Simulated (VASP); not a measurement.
# Li2GeS3 in VASP: single point with PBE+D3(BJ)

Aim: the single point of Li2GeS3 with PBE+D3(BJ).

Everything below comes from runs of VASP 6.6.1. Logs are shortened: lines on timing, memory, paths and dates and some standing lists are left out, and cuts for length are marked.

## 1. The cell of the first run

The cell holds a disordered packing, 24 atoms: a = 8.162 Å, b = 8.112 Å, c = 8.237 Å, α = 91.18°, β = 95.36°, γ = 86.30°.

## 2. Single point, PBE+D3(BJ)

INCAR reads:

```
SYSTEM = Li2GeS3
ALGO     = Normal         ! electronic algorithm
EDIFF    = 1E-6           ! SCF threshold, eV
ENCUT    = 520            ! plane-wave cutoff, eV
GGA      = PE             ! functional
ISIF     = 2              ! what is computed and relaxed
ISMEAR   = -1             ! smearing method
ISYM     = 0            
IVDW     = 12             ! dispersion correction
LASPH    = .True.         ! aspherical terms in the spheres
LCHARG   = .False.        ! write CHGCAR
LREAL    = Auto         
LWAVE    = .False.        ! write WAVECAR
NBANDS   = 94             ! bands
NELM     = 60             ! most SCF steps
PREC     = Accurate       ! precision mode
SIGMA    = 0.05           ! smearing width, eV
```

KPOINTS reads:

```
Automatic mesh
0
Gamma
  1 1 1
  0.25 0.25 0.25
```

POSCAR reads:

```
Li2GeS3
1.0
    8.1492130000      0.2608840000     -0.3825630000
    0.2608840000      8.1074400000     -0.0781450000
   -0.3825630000     -0.0781450000      8.2274370000
Ge S Li
4 12 8
Direct
    0.3883832862      0.4463001255      0.4743550389
    0.1445940447      0.3227242670      0.2186052132
    0.8320602752      0.4081110400      0.3106914477
    0.3045821958      0.3149768268      0.8500524213
    0.6198413199      0.4031801720      0.0967270694
    0.1657572023      0.2748457656      0.5855391412
    0.9057553314      0.6856088584      0.2757023094
    0.7753556149      0.9653829414      0.7306692497
    0.0289349798      0.3308858793      0.9403683711
    0.5431088524      0.0780638524      0.8137361188
    0.1760794117      0.6098198359      0.2793784795
    0.7096484993      0.4575707291      0.5656941674
    0.1302375686      0.0142886212      0.5341613262
    0.8761717746      0.8509966124      0.9451170556
    0.6107630471      0.9202759993      0.3377024110
    0.3094466808      0.5676387319      0.7223065919
    0.6428022821      0.7310620430      0.0827369706
    0.7395652733      0.7368574621      0.5230073516
    0.0649907856      0.6398240941      0.8980550229
    0.8905420960      0.9843426695      0.3248104986
    0.5643218873      0.1119053678      0.1119151103
    0.4157029714      0.9812116854      0.5165541059
    0.7361990169      0.3051748393      0.8070797008
    0.0650254188      0.0451761495      0.8081772743
```

Potentials or basis: VASP PAW PBE potentials, release 64 (Ge_d, S, Li_sv).

The run is started by

```bash
$ cat potpaw_PBE.64/Ge_d/POTCAR potpaw_PBE.64/S/POTCAR potpaw_PBE.64/Li_sv/POTCAR > POTCAR
$ mpirun -np 1 vasp_std > vasp.out
```

OUTCAR:

```text
SYSTEM = Li2GeS3
   EDIFF = 1E-6
   ENCUT = 520
   GGA = PE
   ISIF = 2
   ISMEAR = -1
   ISYM = 0
   IVDW = 12
   LASPH = .True.
   LREAL = Auto
   NELM = 60
   PREC = Accurate
 IVDW          = 12

 ion  position               nearest neighbor table
   1  0.388  0.446  0.474-  16 2.37  11 2.57   6 2.60  12 2.67
   2  0.145  0.323  0.219-   9 2.40  11 2.40   3 2.77
   3  0.832  0.408  0.311-   5 2.35   7 2.40  12 2.42   2 2.77
   4  0.305  0.315  0.850-  16 2.33   6 2.39   9 2.43  10 2.68
   5  0.620  0.403  0.097-   3 2.35  21 2.44  17 2.68
   6  0.166  0.275  0.586-  13 2.18   4 2.39   1 2.60
   7  0.906  0.686  0.276-  11 2.25   3 2.40  20 2.45  17 2.56  18 2.56
   8  0.775  0.965  0.731-  14 2.09  10 2.21  18 2.51  24 2.51
   9  0.029  0.331  0.940-   2 2.40   4 2.43  24 2.55  23 2.55  19 2.58
  10  0.543  0.078  0.814-   8 2.21  21 2.46  23 2.51   4 2.68  22 2.69
  11  0.176  0.610  0.279-   7 2.25   2 2.40   1 2.57
  12  0.710  0.458  0.566-  18 2.33  23 2.35   3 2.42   1 2.67
  13  0.130  0.014  0.534-   6 2.18  22 2.35  24 2.37  20 2.50
  14  0.876  0.851  0.945-   8 2.09  19 2.28  17 2.56  24 2.62
  15  0.611  0.920  0.338-  18 2.29  22 2.29  20 2.39  21 2.44  17 2.60
  16  0.309  0.568  0.722-   4 2.33   1 2.37  19 2.60
  17  0.643  0.731  0.083-  14 2.56   7 2.56  15 2.60   5 2.68
  18  0.740  0.737  0.523-  15 2.29  12 2.33   8 2.51   7 2.56
  19  0.065  0.640  0.898-  14 2.28   9 2.58  16 2.60
  20  0.891  0.984  0.325-  15 2.39   7 2.45  13 2.50
  21  0.564  0.112  0.112-  15 2.44   5 2.44  10 2.46
  22  0.416  0.981  0.517-  15 2.29  13 2.35  10 2.69
  23  0.736  0.305  0.807-  12 2.35  10 2.51   9 2.55
  24  0.065  0.045  0.808-  13 2.37   8 2.51   9 2.55  14 2.62

IMPORTANT INFORMATION: All symmetrisations will be switched off!
NOSYMM: (Re-)initialisation of all symmetry stuff for point group C_1.

----------------------------------------------------------------------------------------

                                     Primitive cell

  volume of cell :     541.7999

  direct lattice vectors                    reciprocal lattice vectors
     8.149213000  0.260884000 -0.382563000     0.123103270 -0.003906444  0.005687006
     0.260884000  8.107440000 -0.078145000    -0.003906444  0.123478753  0.000991170
    -0.382563000 -0.078145000  8.227437000     0.005687006  0.000991170  0.121818386

  length of vectors
     8.162357958  8.112012725  8.236697195     0.123296461  0.123544507  0.121955088

  position of ions in fractional coordinates (direct lattice)
     0.388383286  0.446300126  0.474355039
     0.144594045  0.322724267  0.218605213
     0.832060275  0.408111040  0.310691448
     0.304582196  0.314976827  0.850052421
     0.619841320  0.403180172  0.096727069
     0.165757202  0.274845766  0.585539141
[... 16 lines left out ...]
     0.736199017  0.305174839  0.807079701
     0.065025419  0.045176150  0.808177274

  ion indices of the primitive-cell ions
   primitive index   ion index
                 1           1
                 2           2
                 3           3
                 4           4
                 5           5
                 6           6
[... 16 lines left out ...]
                23          23
                24          24

----------------------------------------------------------------------------------------

 KPOINTS: Automatic mesh

Automatic generation of k-mesh.
 Grid dimensions read from file:
 generate k-points for:    1    1    1

 Generating k-lattice:

  Cartesian coordinates                     Fractional coordinates (reciprocal lattice)
     0.123103270 -0.003906444  0.005687006     1.000000000  0.000000000 -0.000000000
    -0.003906444  0.123478753  0.000991170     0.000000000  1.000000000 -0.000000000
     0.005687006  0.000991170  0.121818386    -0.000000000 -0.000000000  1.000000000

  Length of vectors
     0.123296461  0.123544507  0.121955088

  Shift w.r.t. Gamma in fractional coordinates (k-lattice)
     0.250000000  0.250000000  0.250000000

 Subroutine IBZKPT returns following result:
 ===========================================

 Found      1 irreducible k-points:

 Following reciprocal coordinates:
            Coordinates               Weight
  0.250000  0.250000  0.250000      2.000000
   k-points           NKPTS =      1   k-points in BZ     NKDIM =      1   number of bands    NBANDS=     94
   number of dos      NEDOS =    301   number of ions     NIONS =     24
   total plane-waves  NPLWV = 245760
   dimension x,y,z NGX =    64 NGY =   60 NGZ =   64
   dimension x,y,z NGXF=   128 NGYF=  120 NGZF=  128
   ions per type =               4  12   8
   NGX,Y,Z   is equivalent  to a cutoff of  13.04, 12.30, 12.92 a.u.
   NGXF,Y,Z  is equivalent  to a cutoff of  26.07, 24.59, 25.83 a.u.
 SYSTEM =  Li2GeS3
   PREC   = accura    normal or accurate (medium, high low for compatibility)
   ISTART =      0    job   : 0-new  1-cont  2-samecut
   ICHARG =      2    charge: 1-file 2-atom 10-const
   ISPIN  =      1    spin polarized calculation?
   LNONCOLLINEAR =      F non collinear calculations
   LSORBIT =      F    spin-orbit coupling
   LASPH  =      T    aspherical Exc in radial PAW
   ENCUT  =  520.0 eV  38.22 Ry    6.18 a.u.  15.18 15.08 15.31*2*pi/ulx,y,z
   NELM   =     60;   NELMIN=  2; NELMDL= -5     # of ELM steps
   EDIFF  = 0.1E-05   stopping-criterion for ELM
   LREAL  =      T    real-space projection
   EDIFFG = 0.1E-04   stopping-criterion for IOM
   NSW    =      0    number of steps for IOM
   IBRION =     -1    ionic relax: 0-MD 1-quasi-New 2-CG
   NFREE  =      0    steps in history (QN), initial steepest desc. (CG)
   ISIF   =      2    stress and relaxation
   ISYM   =      0    0-nonsym 1-usesym 2-fastsym
   POTIM  = 0.5000    time-step for ionic-motion
   TEBEG  =    0.0;   TEEND  =   0.0 temperature during run
   PSTRESS=    0.0 pullay stress
   NELECT =     152.0000    total number of electrons
   NUPDOWN=      -1.0000    fix difference up-down
   EMIN   =  10.00;   EMAX   =-10.00  energy-range for DOS
   EFERMI =   0.00;   METHOD = LEGACY
   ISMEAR =    -1;   SIGMA  =   0.05  broadening in eV -4-tet -1-fermi 0-gaus
   EFERMI_NEDOS =   21; number of points for ismear=-14 and -15
   IALGO  =     38    algorithm
   IMIX   =      4    mixing-type and parameters
     AMIX     =   0.40;   BMIX     =  1.00
     AMIX_MAG =   1.60;   BMIX_MAG =  1.00
  volume/ion in A,a.u.               =      22.57       152.34
  Fermi-wavevector in a.u.,A,eV,Ry     =   1.071708  2.025234 15.627074  1.148558
  Thomas-Fermi vector in A             =   2.207456
   LORBIT       =      0    0 simple, 1 ext, 2 COOP (PROOUT), +10 PAW based schemes
   GGA     = PE    functional components
   LHFCALC =     F    Hartree Fock is set to
   AEXX    =    0.0000 exact exchange contribution
   IVDW    =    12    specifies the selected vdW correction
   LEPSILON=     F    determine dielectric tensor
   LRPA    =     F    only Hartree local field effects (RPA)
 non-spin polarized calculation
  energy-cutoff  :      520.00
  volume of cell :      541.80
 maximum number of plane-waves:     14581
 NGX is ok and might be reduce to    60
   NGX = 31   NGY = 31   NGZ = 31

 number of electron     152.0000010 magnetization

 Free energy of the ion-electron system (eV)
  ---------------------------------------------------
  ext. energy  EPLUGINS =         0.00000000
  ---------------------------------------------------
  free energy    TOTEN  =       -96.93987710 eV

  energy without entropy =      -96.93987526  energy(sigma->0) =      -96.93987618

 E-fermi :   2.5704     XC(G=0):  -8.0808

 val. band max:        1.8528211455   @ k =   0.2500   0.2500   0.2500
 cond. band min:       3.2871326908   @ k =   0.2500   0.2500   0.2500
 fundamental gap:      1.4343115454
 Fermi energy:         2.5704155244

 k-point     1 :       0.2500    0.2500    0.2500
  band No.  band energies     occupation
      1     -43.8948      2.00000
      2     -43.8789      2.00000
      3     -43.6743      2.00000
      4     -43.6177      2.00000
      5     -43.2409      2.00000
      6     -43.1902      2.00000
[... 80 lines left out ...]
     87       5.7701      0.00000
     88       5.9898      0.00000
 [bands above 88 left out]

------------------------ aborting loop because EDIFF is reached ----------------------------------------

 Edisp (eV)   -5.26434

 E8    (eV) :    -2.0527

  FORCE on cell =-STRESS in cart. coord.  units (eV):
  Direction    XX          YY          ZZ          XY          YZ          ZX
  --------------------------------------------------------------------------------------
  -------------------------------------------------------------------------------------
  Total      -4.96537    -4.90369    -6.79520    -2.54432    -2.03979     1.34981
  in kB     -14.68328   -14.50090   -20.09435    -7.52390    -6.03194     3.99157
  external pressure =      -16.43 kB  Pullay stress =        0.00 kB

 VOLUME and BASIS-vectors are now :
 -----------------------------------------------------------------------------
  energy-cutoff  :      520.00
  volume of cell :      541.80
      direct lattice vectors                 reciprocal lattice vectors
     8.149213000  0.260884000 -0.382563000     0.123103270 -0.003906444  0.005687006
     0.260884000  8.107440000 -0.078145000    -0.003906444  0.123478753  0.000991170
    -0.382563000 -0.078145000  8.227437000     0.005687006  0.000991170  0.121818386

 POSITION                                       TOTAL-FORCE (eV/Angst)
 -----------------------------------------------------------------------------------
      3.09998      3.68261      3.71927         0.598661      0.000974      0.041178
      1.17889      2.63711      1.71803         0.054857     -0.438527     -0.098059
      6.76825      3.50153      2.20599        -0.887474      0.158865     -0.097127
      2.23908      2.56669      6.85262         0.374821     -0.272919      0.000678
      5.11940      3.42291      0.52718         0.323531      0.190528      0.676921
      1.19849      2.22578      4.73260        -0.415719     -0.955497     -0.281296
[... 16 lines left out ...]
      5.77030      2.60318      6.33471        -0.094999     -0.105539      0.399436
      0.23251      0.32007      6.62082        -0.324007      0.003256      0.235881
 -----------------------------------------------------------------------------------
    total drift:                               -0.005562     -0.001051      0.001376

  FREE ENERGIE OF THE ION-ELECTRON SYSTEM (eV)
  ---------------------------------------------------
  free  energy   TOTEN  =      -102.2042176359 eV

  energy  without entropy=     -102.2042157946  energy(sigma->0) =     -102.20421672
```

It took 3.2 min on 1 thread of AMD EPYC 7R13, shared host; peak memory 0.5 GiB.

What came out:

```
Free energy                : -102.2042 eV
Largest force              : 1.125 eV/Å
Dispersion energy per atom : -0.219 eV
```

Forces in eV/Å, atoms in the order of the input:
```
Ge   0.599  0.001  0.041
Ge   0.055 -0.439 -0.098
Ge  -0.887  0.159 -0.097
Ge   0.375 -0.273  0.001
S    0.324  0.191  0.677
S   -0.416 -0.955 -0.281
S    1.042  0.006  0.425
S   -0.269 -0.030  0.191
S   -0.241  0.410  0.295
S    0.094 -0.038 -0.672
S   -0.632  0.204 -0.515
S   -0.028 -0.208 -0.719
S    0.077  0.624 -0.108
S    0.098  0.266  0.179
S   -0.142  0.183 -0.880
S    0.092  0.523  0.342
Li  -0.001 -0.192  0.119
Li   0.051  0.119  0.101
Li   0.147 -0.566 -0.128
Li  -0.040 -0.073  0.143
Li   0.056  0.115  0.133
Li   0.066  0.076  0.216
Li  -0.095 -0.106  0.399
Li  -0.324  0.003  0.236
```

Caveat: the k points lie up to 0.78 Å⁻¹ apart; the cutoff is under 1.25 times the usual one of these potentials, so pressure, stress and relaxed cells hold a basis-set (Pulay) error; the atoms stand as in a frame of molecular dynamics.
